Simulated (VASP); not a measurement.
# TaN (P-62m) in VASP: a series of runs, part 2 of 2

VASP 6.6.1. Earlier steps stand in the parts before.

## (5) Single point, PBEsol

INCAR

```
SYSTEM = TaN
ALGO     = Normal         ! electronic algorithm
EDIFF    = 1E-6           ! SCF threshold, eV
ENCUT    = 520            ! plane-wave cutoff, eV
GGA      = PS             ! functional
ISIF     = 2              ! what is computed and relaxed
ISMEAR   = 1              ! smearing method
LASPH    = .TRUE.         ! aspherical terms in the spheres
LCHARG   = .FALSE.        ! write CHGCAR
LREAL    = .FALSE.        ! projectors in reciprocal space
LWAVE    = .FALSE.        ! write WAVECAR
NBANDS   = 33             ! bands
NELM     = 60             ! most SCF steps
PREC     = Accurate       ! precision mode
SIGMA    = 0.1            ! smearing width, eV
```

KPOINTS

```
k-points
0
G
  6 6 9
  0 0 0
```

POSCAR

```
TaN
1.0
    5.1960000000      0.0000000000      0.0000000000
   -2.5980000000      4.4998680000      0.0000000000
    0.0000000000      0.0000000000      2.9110000000
Ta N
3 3
Direct
    0.3333333333      0.6666666667      0.5000000000
    0.6666666667      0.3333333333      0.5000000000
    0.0000000000      0.0000000000      0.0000000000
    0.3928500000      0.0000000000      0.0000000000
    0.6071500000      0.6071500000      0.0000000000
    0.0000000000      0.3928500000      0.0000000000
```

Potentials or basis: VASP PAW PBE potentials, release 64 (Ta_pv, N).

Started as:

```bash
$ cat potpaw_PBE.64/Ta_pv/POTCAR potpaw_PBE.64/N/POTCAR > POTCAR
$ mpirun -np 1 vasp_std > vasp.out
```

OUTCAR:

```text
SYSTEM = TaN
   EDIFF = 1E-6
   ENCUT = 520
   GGA = PS
   ISIF = 2
   ISMEAR = 1
   LASPH = .TRUE.
   LREAL = .FALSE.
   NELM = 60
   PREC = Accurate

 ion  position               nearest neighbor table
   1  0.333  0.667  0.500-   5 2.16   5 2.16   6 2.16   6 2.16   4 2.16   4 2.16   2 3.00   2 3.00
                             2 3.00   3 3.33   3 3.33   3 3.33   3 3.33   3 3.33   3 3.33
   2  0.667  0.333  0.500-   6 2.16   6 2.16   4 2.16   4 2.16   5 2.16   5 2.16   1 3.00   1 3.00
                             1 3.00   3 3.33   3 3.33   3 3.33   3 3.33   3 3.33   3 3.33
   3  0.000  0.000  0.000-   4 2.04   5 2.04   6 2.04   2 3.33   1 3.33   1 3.33   2 3.33   2 3.33
                             2 3.33   1 3.33   1 3.33   2 3.33   2 3.33   1 3.33   1 3.33
   4  0.393  0.000  0.000-   3 2.04   1 2.16   1 2.16   2 2.16   2 2.16
   5  0.607  0.607  0.000-   3 2.04   1 2.16   1 2.16   2 2.16   2 2.16
   6  0.000  0.393  0.000-   3 2.04   2 2.16   2 2.16   1 2.16   1 2.16

  LATTYP: Found a hexagonal cell.
 ALAT       =     5.1960000000
 C/A-ratio  =     0.5602386451

  Lattice vectors:

 A1 = (   5.1960000000,   0.0000000000,   0.0000000000)
 A2 = (  -2.5980000000,   4.4998680000,   0.0000000000)
 A3 = (   0.0000000000,   0.0000000000,   2.9110000000)

Analysis of symmetry for initial positions (statically):
=====================================================================
 Subroutine PRICEL returns:
 Original cell was already a primitive cell.

 Routine SETGRP: Setting up the symmetry group for a
 hexagonal supercell.

 Subroutine GETGRP returns: Found 12 space group operations
 (whereof 12 operations were pure point group operations)
 out of a pool of 24 trial point group operations.

The static configuration has the point symmetry D_3h.

Analysis of symmetry for dynamics (positions and initial velocities):
=====================================================================
 Subroutine PRICEL returns:
 Original cell was already a primitive cell.

 Routine SETGRP: Setting up the symmetry group for a
 hexagonal supercell.

[... 136 lines left out ...]
   LORBIT       =      0    0 simple, 1 ext, 2 COOP (PROOUT), +10 PAW based schemes
   GGA     = PS    functional components
   LHFCALC =     F    Hartree Fock is set to
   AEXX    =    0.0000 exact exchange contribution
   IVDW    =     0    specifies the selected vdW correction
   LEPSILON=     F    determine dielectric tensor
   LRPA    =     F    only Hartree local field effects (RPA)
 non-spin polarized calculation
 Methfessel and Paxton  Order N= 1 SIGMA  =   0.10
  energy-cutoff  :      520.00
  volume of cell :       68.06
 maximum number of plane-waves:      1847
 NGX is ok and might be reduce to    40
   NGX = 19   NGY = 19   NGZ = 11

 number of electron      48.0000002 magnetization

 Free energy of the ion-electron system (eV)
  ---------------------------------------------------
  ext. energy  EPLUGINS =         0.00000000
  ---------------------------------------------------
  free energy    TOTEN  =       -71.43347970 eV

  energy without entropy =      -71.43157869  energy(sigma->0) =      -71.43284603

 E-fermi :   8.1564     XC(G=0): -13.1611

 val. band max:        8.1515650195   @ k =   0.1667   0.0000   0.3333
 cond. band min:       8.1616335891   @ k =   0.1667   0.0000   0.2222
 fundamental gap:      0.0100685696
 Fermi energy:         8.1564073328

 k-point     1 :       0.0000    0.0000    0.0000
  band No.  band energies     occupation
      1     -28.0006      2.00000
      2     -28.0006      2.00000
      3     -27.6469      2.00000
      4     -27.6469      2.00000
      5     -27.4734      2.00000
      6     -27.3653      2.00000
[... 853 lines left out ...]
     32      11.8850      0.00000
     33      13.2282      0.00000

 [... further k-points ...]

------------------------ aborting loop because EDIFF is reached ----------------------------------------

  FORCE on cell =-STRESS in cart. coord.  units (eV):
  Direction    XX          YY          ZZ          XY          YZ          ZX
  --------------------------------------------------------------------------------------
  -------------------------------------------------------------------------------------
  Total       -1.0157322     -1.0157322     -1.7372511      0.0000000      0.0000000      0.0000000
  in kB      -23.9099509    -23.9099509    -40.8942309      0.0000000      0.0000000      0.0000000
  external PRESSURE =     -29.5713776 kB  Pullay stress =       0.0000000 kB

 VOLUME and BASIS-vectors are now :
 -----------------------------------------------------------------------------
  energy-cutoff  :      520.00
  volume of cell :       68.06
      direct lattice vectors                 reciprocal lattice vectors
     5.196000000  0.000000000  0.000000000     0.192455735  0.111114370  0.000000000
    -2.598000000  4.499868000  0.000000000     0.000000000  0.222228741  0.000000000
     0.000000000  0.000000000  2.911000000     0.000000000  0.000000000  0.343524562

 POSITION                                       TOTAL-FORCE (eV/Angst)
 -----------------------------------------------------------------------------------
     -0.00000      2.99991      1.45550        -0.000000      0.000000     -0.000000
      2.59800      1.49996      1.45550        -0.000000      0.000000     -0.000000
      0.00000      0.00000      0.00000        -0.000000      0.000000     -0.000000
      2.04125      0.00000      0.00000         0.027644      0.000000      0.000000
      1.57738      2.73209      0.00000        -0.013822     -0.023940      0.000000
     -1.02062      1.76777      0.00000        -0.013822      0.023940     -0.000000
 -----------------------------------------------------------------------------------
    total drift:                               -0.000002     -0.000003      0.000000

  FREE ENERGIE OF THE ION-ELECTRON SYSTEM (eV)
  ---------------------------------------------------
  free  energy   TOTEN  =       -71.4334797010 eV

  energy  without entropy=      -71.4315786945  energy(sigma->0) =      -71.43284603
```

Run time: 2.1 min. Hardware: 1 thread of AMD EPYC 7R43 (Zen 3), shared host; peak memory 0.17 GiB.

What came out:

```yaml
Free_energy: -71.4335 eV
Pressure: -3.0 GPa
Largest_force: 0.028 eV/Å
Band_gap_on_the_k_mesh: zero (band 24 reaches 9.94 eV, above the bottom of band 25 at 6.83 eV)
```

Forces on the atoms (eV/Å):
```
Ta   0.000  0.000  0.000
Ta   0.000  0.000  0.000
Ta   0.000  0.000  0.000
N    0.028  0.000  0.000
N   -0.014 -0.024  0.000
N   -0.014  0.024  0.000
```

Levels at points of the mesh, in eV from the Fermi level:
```csv
k point,band 20,band 21,band 22,band 23,band 24,band 25,band 26,band 27,band 28,band 29
"(0.00, 0.00, 0.00)",-5.00,-4.22,-3.30,-1.90,-0.90,-0.90,0.58,0.58,1.85,1.93
"(0.50, 0.00, 0.00)",-4.58,-3.87,-3.84,-2.82,-2.62,1.22,1.80,1.93,2.42,2.43
```

Caveat: the PAW data sets were made with another functional, which shifts forces and pressure a little; spin-orbit coupling is left out, which moves the levels of the heavy elements.

## (6) Summary

| smearing | gap on the mesh (eV) | pressure (GPa) | largest force (eV/Å) |
| --- | --- | --- | --- |
| methfessel-paxton 0.5 eV | none | -3.0 | 0.03 |
| methfessel-paxton 0.3 eV | none | -3.0 | 0.03 |
| methfessel-paxton 0.2 eV | none | -3.0 | 0.03 |
| methfessel-paxton 0.1 eV | none | -3.0 | 0.03 |

Alike in all rows: task single point; level PBEsol; potentials or basis VASP PAW PBE potentials, release 64 (Ta_pv, N); no spin polarisation; cell as given; k mesh 6 × 6 × 9; cutoff (eV) 520.

Every run on the cell as given and a fine mesh finds a metal.

Caveats: the PAW data sets were made with another functional, which shifts forces and pressure a little; spin-orbit coupling is left out, which moves the levels of the heavy elements.

Total energies depend on the potentials used, so only differences within one code and one set of settings carry meaning.
